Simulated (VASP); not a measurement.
A run of VASP 6.6.1 is set up as follows.

INCAR

```
SYSTEM = Al
PREC = Accurate
ENCUT = 500
EDIFF = 1E-7
ISMEAR = 0
SIGMA = 0.05
LREAL = .False.
LASPH = .True.
NELM = 120
ALGO = Normal
ISIF = 3
LWAVE = .False.
LCHARG = .False.
IBRION = 2
NSW = 80
EDIFFG = -0.01
GGA_COMPAT = .False.
NELMIN = 4
```

Contents of KPOINTS:

```
regular mesh
0
Gamma
  10 10 10
  0 0 0
```

The input POSCAR:

```
Al
1.0
    0.0000000000      2.0250000000      2.0250000000
    2.0250000000      0.0000000000      2.0250000000
    2.0250000000      2.0250000000      0.0000000000
Al
1
Direct
    0.0000000000      0.0000000000      0.0000000000
```

Potentials or basis: VASP PAW LDA potentials, release 64 (Al).

Run with:

```bash
$ cat potpaw_LDA.64/Al/POTCAR > POTCAR
$ mpirun -np 1 vasp_std > vasp.out
```

Q: Predict the relaxed volume.

A: 15.73 Å³/atom.

Q: Estimate the space group after relaxing (to 0.1 Å).

A: Fm-3m (No. 225).

Q: Estimate the relaxed cell.

A: a = 2.813 Å, b = 2.813 Å, c = 2.813 Å, α = 60.00°, β = 60.00°, γ = 60.00°.

Step by step:
| step | energy change (eV) | largest force (eV/Å) | pressure (GPa) | volume (Å³) |
| --- | --- | --- | --- | --- |
| 1 | 0.0000 | 0.0000 | -3.57 | 16.61 |
| 2 | -0.0106 | 0.0000 | -0.01 | 15.73 |
